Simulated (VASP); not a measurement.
# TaSi5B2 (P4/mmm) in VASP: further runs

Runs on TaSi5B2. Level: PBE. Tasks: single point.

All numbers are computed with VASP 6.6.1; they aren't measurements. Logs are shortened: lines on timing, memory, paths and dates and some standing lists are left out, and cuts for length are marked.

## (1) The cell of the first run

Symmetry: P4/mmm, No. 123, tetragonal system. The conventional cell has a = 3.930 Å, b = 3.930 Å, c = 6.415 Å, α = 90.00°, β = 90.00°, γ = 90.00°. Ta (site symmetry 4/mmm) has 12 Si at 2.78 to 2.80 Å and 2 B at 3.21 Å within 3.7 Å. Si (site symmetry 2mm) has 4 B at 2.31 Å and 7 Si at 2.43 to 2.80 Å and 2 Ta at 2.80 Å within 3.1 Å. Si (site symmetry 4/mmm) has 4 Ta at 2.78 Å and 8 Si at 2.80 Å and 2 B at 3.21 Å within 3.7 Å. Within 3.3 Å of B (site symmetry 4/mmm) lie 8 Si at 2.31 Å and 4 B at 2.78 Å and 2 Ta at 3.21 Å. B (site symmetry 4/mmm) has 10 Si at 2.31 to 3.21 Å and 4 B at 2.78 Å within 3.3 Å.

## (2) Single point, PBE

INCAR

```
SYSTEM = TaSi5B2
PREC = Accurate
ENCUT = 500
EDIFF = 1E-6
ISMEAR = 0
SIGMA = 0.2
LREAL = .FALSE.
LASPH = .TRUE.
NELM = 120
ALGO = Normal
ISIF = 2
LWAVE = .FALSE.
LCHARG = .TRUE.
GGA = PE
LELF = .TRUE.
LVHAR = .TRUE.
NBANDS = 28
GGA_COMPAT = .FALSE.
```

KPOINTS

```
regular mesh
0
G
  4 4 3
  0 0 0
```

POSCAR

```
TaSi5B2
1.0
    3.9295869041      0.0000000000      0.0000000000
    0.0000000000      3.9295869041      0.0000000000
    0.0000000000      0.0000000000      6.4148014413
Ta Si B
1 5 2
Direct
    0.0000000000      0.0000000000      0.0000000000
    0.0000000000      0.5000000000      0.6891122158
    0.5000000000      0.0000000000      0.6891122158
    0.0000000000      0.5000000000      0.3108877842
    0.5000000000      0.0000000000      0.3108877842
    0.5000000000      0.5000000000      0.0000000000
    0.0000000000      0.0000000000      0.5000000000
    0.5000000000      0.5000000000      0.5000000000
```

Potentials or basis: VASP PAW PBE potentials, release 64 (Ta_pv, Si, B).

Launch:

```console
$ cat potpaw_PBE.64/Ta_pv/POTCAR potpaw_PBE.64/Si/POTCAR potpaw_PBE.64/B/POTCAR > POTCAR
$ mpirun -np 1 vasp_std > vasp.out
```

OUTCAR:

```text
SYSTEM = TaSi5B2
   PREC = Accurate
   ENCUT = 500
   EDIFF = 1E-6
   ISMEAR = 0
   LREAL = .FALSE.
   LASPH = .TRUE.
   NELM = 120
   ISIF = 2
   GGA = PE

 ion  position               nearest neighbor table
   1  0.000  0.000  0.000-   6 2.78   6 2.78   6 2.78   6 2.78   2 2.80   2 2.80   4 2.80   3 2.80
                             3 2.80   5 2.80   4 2.80   5 2.80
   2  0.000  0.500  0.689-   7 2.31   8 2.31   7 2.31   8 2.31   4 2.43   3 2.78   3 2.78   3 2.78
                             3 2.78   1 2.80   6 2.80   1 2.80   6 2.80
   3  0.500  0.000  0.689-   7 2.31   8 2.31   8 2.31   7 2.31   5 2.43   2 2.78   2 2.78   2 2.78
                             2 2.78   1 2.80   1 2.80   6 2.80   6 2.80
   4  0.000  0.500  0.311-   7 2.31   8 2.31   7 2.31   8 2.31   2 2.43   5 2.78   5 2.78   5 2.78
                             5 2.78   1 2.80   6 2.80   1 2.80   6 2.80
   5  0.500  0.000  0.311-   7 2.31   8 2.31   8 2.31   7 2.31   3 2.43   4 2.78   4 2.78   4 2.78
                             4 2.78   1 2.80   1 2.80   6 2.80   6 2.80
   6  0.500  0.500  0.000-   1 2.78   1 2.78   1 2.78   1 2.78   5 2.80   2 2.80   3 2.80   5 2.80
                             3 2.80   2 2.80   4 2.80   4 2.80
   7  0.000  0.000  0.500-   2 2.31   3 2.31   4 2.31   5 2.31   2 2.31   4 2.31   3 2.31   5 2.31

   8  0.500  0.500  0.500-   2 2.31   3 2.31   4 2.31   5 2.31   3 2.31   5 2.31   2 2.31   4 2.31

  LATTYP: Found a simple tetragonal cell.
 ALAT       =     3.9295869041
 C/A-ratio  =     1.6324365888

  Lattice vectors:

 A1 = (   3.9295869041,   0.0000000000,   0.0000000000)
 A2 = (   0.0000000000,   3.9295869041,   0.0000000000)
 A3 = (   0.0000000000,   0.0000000000,   6.4148014413)

Analysis of symmetry for initial positions (statically):
=====================================================================
 Subroutine PRICEL returns:
 Original cell was already a primitive cell.

 Routine SETGRP: Setting up the symmetry group for a
 simple tetragonal supercell.

 Subroutine GETGRP returns: Found 16 space group operations
 (whereof 16 operations were pure point group operations)
 out of a pool of 16 trial point group operations.

The static configuration has the point symmetry D_4h.

Analysis of symmetry for dynamics (positions and initial velocities):
=====================================================================
 Subroutine PRICEL returns:
 Original cell was already a primitive cell.

 Routine SETGRP: Setting up the symmetry group for a
 simple tetragonal supercell.

 Subroutine GETGRP returns: Found 16 space group operations
 (whereof 16 operations were pure point group operations)
 out of a pool of 16 trial point group operations.

The dynamic configuration has the point symmetry D_4h.

 Subroutine INISYM returns: Found 16 space group operations
 (whereof 16 operations are pure point group operations),
 and found     1 'primitive' translations

----------------------------------------------------------------------------------------

                                     Primitive cell

  volume of cell :      99.0551

  direct lattice vectors                    reciprocal lattice vectors
     3.929586904  0.000000000  0.000000000     0.254479675  0.000000000  0.000000000
     0.000000000  3.929586904  0.000000000     0.000000000  0.254479675  0.000000000
     0.000000000  0.000000000  6.414801441     0.000000000  0.000000000  0.155889470

  length of vectors
     3.929586904  3.929586904  6.414801441     0.254479675  0.254479675  0.155889470

  position of ions in fractional coordinates (direct lattice)
     0.000000000  0.000000000  0.000000000
     0.000000000  0.500000000  0.689112216
     0.500000000  0.000000000  0.689112216
     0.000000000  0.500000000  0.310887784
     0.500000000  0.000000000  0.310887784
     0.500000000  0.500000000  0.000000000
     0.000000000  0.000000000  0.500000000
     0.500000000  0.500000000  0.500000000

  ion indices of the primitive-cell ions
   primitive index   ion index
                 1           1
                 2           2
                 3           3
                 4           4
                 5           5
                 6           6
                 7           7
                 8           8

----------------------------------------------------------------------------------------

 KPOINTS: regular mesh

Automatic generation of k-mesh.
 Grid dimensions read from file:
 generate k-points for:    4    4    3

 Generating k-lattice:

  Cartesian coordinates                     Fractional coordinates (reciprocal lattice)
     0.063619919  0.000000000  0.000000000     0.250000000  0.000000000  0.000000000
     0.000000000  0.063619919  0.000000000     0.000000000  0.250000000  0.000000000
     0.000000000  0.000000000  0.051963157     0.000000000  0.000000000  0.333333333

  Length of vectors
     0.063619919  0.063619919  0.051963157

  Shift w.r.t. Gamma in fractional coordinates (k-lattice)
     0.000000000  0.000000000  0.000000000

 Subroutine IBZKPT returns following result:
 ===========================================

 Found     12 irreducible k-points:

 Following reciprocal coordinates:
            Coordinates               Weight
  0.000000  0.000000  0.000000      1.000000
  0.250000  0.000000  0.000000      4.000000
  0.500000  0.000000  0.000000      2.000000
  0.250000  0.250000  0.000000      4.000000
  0.500000  0.250000  0.000000      4.000000
  0.500000  0.500000  0.000000      1.000000
  0.000000  0.000000  0.333333      2.000000
  0.250000  0.000000  0.333333      8.000000
  0.500000  0.000000  0.333333      4.000000
  0.250000  0.250000  0.333333      8.000000
  0.500000  0.250000  0.333333      8.000000
  0.500000  0.500000  0.333333      2.000000
   k-points           NKPTS =     12   k-points in BZ     NKDIM =     12   number of bands    NBANDS=     28
   number of dos      NEDOS =    301   number of ions     NIONS =      8
   total plane-waves  NPLWV =  43200
   dimension x,y,z NGX =    30 NGY =   30 NGZ =   48
   dimension x,y,z NGXF=    60 NGYF=   60 NGZF=   96
   ions per type =               1   5   2
   NGX,Y,Z   is equivalent  to a cutoff of  12.69, 12.69, 12.44 a.u.
   NGXF,Y,Z  is equivalent  to a cutoff of  25.38, 25.38, 24.88 a.u.
 SYSTEM =  TaSi5B2
   PREC   = accura    normal or accurate (medium, high low for compatibility)
   ISTART =      0    job   : 0-new  1-cont  2-samecut
   ICHARG =      2    charge: 1-file 2-atom 10-const
   ISPIN  =      1    spin polarized calculation?
   LNONCOLLINEAR =      F non collinear calculations
   LSORBIT =      F    spin-orbit coupling
   LASPH  =      T    aspherical Exc in radial PAW
   ENCUT  =  500.0 eV  36.75 Ry    6.06 a.u.   7.16  7.16 11.70*2*pi/ulx,y,z
   NELM   =    120;   NELMIN=  2; NELMDL= -5     # of ELM steps
   EDIFF  = 0.1E-05   stopping-criterion for ELM
   LREAL  =      F    real-space projection
   EDIFFG = 0.1E-04   stopping-criterion for IOM
   NSW    =      0    number of steps for IOM
   IBRION =     -1    ionic relax: 0-MD 1-quasi-New 2-CG
   NFREE  =      0    steps in history (QN), initial steepest desc. (CG)
   ISIF   =      2    stress and relaxation
   ISYM   =      2    0-nonsym 1-usesym 2-fastsym
   POTIM  = 0.5000    time-step for ionic-motion
   TEBEG  =    0.0;   TEEND  =   0.0 temperature during run
   PSTRESS=    0.0 pullay stress
   NELECT =      37.0000    total number of electrons
   NUPDOWN=      -1.0000    fix difference up-down
   EMIN   =  10.00;   EMAX   =-10.00  energy-range for DOS
   EFERMI =   0.00;   METHOD = LEGACY
   ISMEAR =     0;   SIGMA  =   0.20  broadening in eV -4-tet -1-fermi 0-gaus
   EFERMI_NEDOS =   21; number of points for ismear=-14 and -15
   IALGO  =     38    algorithm
   IMIX   =      4    mixing-type and parameters
     AMIX     =   0.40;   BMIX     =  1.00
     AMIX_MAG =   1.60;   BMIX_MAG =  1.00
  volume/ion in A,a.u.               =      12.38        83.56
  Fermi-wavevector in a.u.,A,eV,Ry     =   1.179007  2.228000 18.912882  1.390058
  Thomas-Fermi vector in A             =   2.315326
   LORBIT       =      0    0 simple, 1 ext, 2 COOP (PROOUT), +10 PAW based schemes
   GGA     = PE    functional components
   LHFCALC =     F    Hartree Fock is set to
   AEXX    =    0.0000 exact exchange contribution
   IVDW    =     0    specifies the selected vdW correction
   LEPSILON=     F    determine dielectric tensor
   LRPA    =     F    only Hartree local field effects (RPA)
 non-spin polarized calculation
 Gauss-broadening in eV      SIGMA  =   0.20
  energy-cutoff  :      500.00
  volume of cell :       99.06
 maximum number of plane-waves:      2540
 NGX is ok and might be reduce to    30
   NGX = 15   NGY = 15   NGZ = 23

 number of electron      36.9999998 magnetization

 Free energy of the ion-electron system (eV)
  ---------------------------------------------------
  ext. energy  EPLUGINS =         0.00000000
  ---------------------------------------------------
  free energy    TOTEN  =       -47.12157168 eV

  energy without entropy =      -47.03078131  energy(sigma->0) =      -47.07617650

 E-fermi :   9.8855     XC(G=0): -11.8085

 val. band max:        9.8278907002   @ k =   0.2500   0.2500   0.0000
 cond. band min:       9.9532593123   @ k =   0.5000   0.2500   0.3333
 fundamental gap:      0.1253686120
 Fermi energy:         9.8854581605

 k-point     1 :       0.0000    0.0000    0.0000
  band No.  band energies     occupation
      1     -25.3086      2.00000
      2     -25.3086      2.00000
      3     -25.2579      2.00000
      4      -5.2037      2.00000
      5      -1.1458      2.00000
      6      -0.8646      2.00000
[... 20 lines left out ...]
     27      14.8393      0.00000
     28      14.9200      0.00000

 k-point     2 :       0.2500    0.0000    0.0000
  band No.  band energies     occupation
      1     -25.3275      2.00000
      2     -25.3070      2.00000
      3     -25.2559      2.00000
      4      -4.6357      2.00000
      5      -0.6460      2.00000
      6      -0.4481      2.00000
[... 302 lines left out ...]
 k-point    12 :       0.5000    0.5000    0.3333
  band No.  band energies     occupation
      1     -25.3413      2.00000
      2     -25.3413      2.00000
      3     -25.2498      2.00000
      4      -1.1394      2.00000
      5      -1.1394      2.00000
      6      -0.3516      2.00000
[... 20 lines left out ...]
     27      15.8756      0.00000
     28      15.8938      0.00000

------------------------ aborting loop because EDIFF is reached ----------------------------------------

  FORCE on cell =-STRESS in cart. coord.  units (eV):
  Direction    XX          YY          ZZ          XY          YZ          ZX
  --------------------------------------------------------------------------------------
  -------------------------------------------------------------------------------------
  Total       -0.4123800     -0.4123800     -0.0838272      0.0000000     -0.0000000     -0.0000000
  in kB       -6.6700826     -6.6700826     -1.3558721      0.0000000     -0.0000000     -0.0000000
  external PRESSURE =      -4.8986791 kB  Pullay stress =       0.0000000 kB

 VOLUME and BASIS-vectors are now :
 -----------------------------------------------------------------------------
  energy-cutoff  :      500.00
  volume of cell :       99.06
      direct lattice vectors                 reciprocal lattice vectors
     3.929586904  0.000000000  0.000000000     0.254479675  0.000000000  0.000000000
     0.000000000  3.929586904  0.000000000     0.000000000  0.254479675  0.000000000
     0.000000000  0.000000000  6.414801441     0.000000000  0.000000000  0.155889470

 POSITION                                       TOTAL-FORCE (eV/Angst)
 -----------------------------------------------------------------------------------
      0.00000      0.00000      0.00000         0.000000      0.000000      0.000000
      0.00000      1.96479      4.42052         0.000000     -0.000000      0.038005
      1.96479      0.00000      4.42052         0.000000      0.000000      0.038005
      0.00000      1.96479      1.99428         0.000000     -0.000000     -0.038005
      1.96479      0.00000      1.99428        -0.000000      0.000000     -0.038005
      1.96479      1.96479      0.00000         0.000000      0.000000      0.000000
      0.00000      0.00000      3.20740         0.000000      0.000000      0.000000
      1.96479      1.96479      3.20740         0.000000      0.000000      0.000000
 -----------------------------------------------------------------------------------
    total drift:                               -0.000000     -0.000000      0.000000

  FREE ENERGIE OF THE ION-ELECTRON SYSTEM (eV)
  ---------------------------------------------------
  free  energy   TOTEN  =       -47.1215716834 eV

  energy  without entropy=      -47.0307813087  energy(sigma->0) =      -47.07617650
```

It took 30 s on 1 thread of AMD EPYC 7R43 (Zen 3), shared host; peak memory 0.17 GiB.

Results:

```yaml
Free_energy: -47.1216 eV
Pressure: -0.5 GPa
Largest_force: 0.038 eV/Å
Band_gap_on_the_k_mesh: zero (an odd number of electrons rules out a gap without spin polarisation)
```

Forces in eV/Å, atoms in the order of the input:
```
Ta   0.000  0.000  0.000
Si   0.000  0.000  0.038
Si   0.000  0.000  0.038
Si   0.000  0.000 -0.038
Si   0.000  0.000 -0.038
Si   0.000  0.000  0.000
B    0.000  0.000  0.000
B    0.000  0.000  0.000
```

Caveat: the k points lie up to 0.40 Å⁻¹ apart, too coarse for converged energies and pressures of a metal; spin-orbit coupling is left out, which moves the levels of the heavy elements.

[end of part 1 of 2]
